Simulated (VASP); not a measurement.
Crystal: Ge.

```
Ge
1.0
    -1.60842    1.60842    1.87318
     1.60842   -1.60842    1.87318
     1.60842    1.60842   -1.87318
Ge
1
Direct
  0.50000 0.50000 0.00000
```

| Property | Result |
| --- | --- |
| Program | VASP 6.6.1 |
| Task | relaxation of cell and atoms |
| Functional | BLYP |
| Dispersion | D4 |
| Potentials or basis | VASP PAW PBE potentials, release 64 (Ge_d) |
| Cutoff | 600 eV |
| k mesh | 12 × 12 × 12 |
| Occupations | fermi-dirac, width 0.05 eV |
| Spin | no spin polarisation |

At the start: pressure 1.5 GPa; volume 19.38 Å³/atom.

Question: How do energy, volume and symmetry change on relaxing?

Answer: Over 21 steps the energy falls by 269.1 meV/atom and the volume is 22.50 Å³/atom (+16.1 %); space group I4/mmm (No. 139, to 0.05 Å).

The path:
```tsv
step	energy change (eV)	largest force (eV/Å)	pressure (GPa)	volume (Å³)
1	0.0000	0.0000	1.54	19.38
2	-0.0059	0.0000	3.92	19.91
3	-0.1493	0.0000	5.16	21.55
4	-0.2136	0.0000	-9.26	25.09
5	-0.2663	0.0000	-4.34	22.67
6	-0.2394	0.0000	27.92	22.14
7	-0.2677	0.0000	-2.46	22.60
8	-0.2683	0.0000	0.32	22.51
9	-0.2676	0.0000	-3.55	22.63
10	-0.2684	0.0000	-0.68	22.54
11	-0.2687	0.0000	-0.15	22.52
12	-0.2688	0.0000	0.36	22.51
13	-0.2688	0.0000	1.57	22.48
14	-0.2688	0.0000	0.82	22.49
15	-0.2689	0.0000	0.73	22.49
16	-0.2690	0.0000	0.44	22.50
17	-0.2691	0.0000	-0.13	22.51
18	-0.2692	0.0000	-0.13	22.50
19	-0.2692	0.0000	-0.13	22.50
20	-0.2692	0.0000	-0.19	22.50
21	-0.2691	0.0000	0.04	22.50
```

Final structure:
```
Ge
1.0
    -1.66632    1.66632    2.02558
     1.66632   -1.66632    2.02558
     1.66632    1.66632   -2.02558
Ge
1
Direct
  0.50000 0.50000 0.00000
```

Caveat: the volume moved by over 15 % at a fixed basis, so the end points are rough; the PAW data sets were made with another functional, which shifts forces and pressure a little; pairwise dispersion overbinds metals, which lowers pressure and volume.
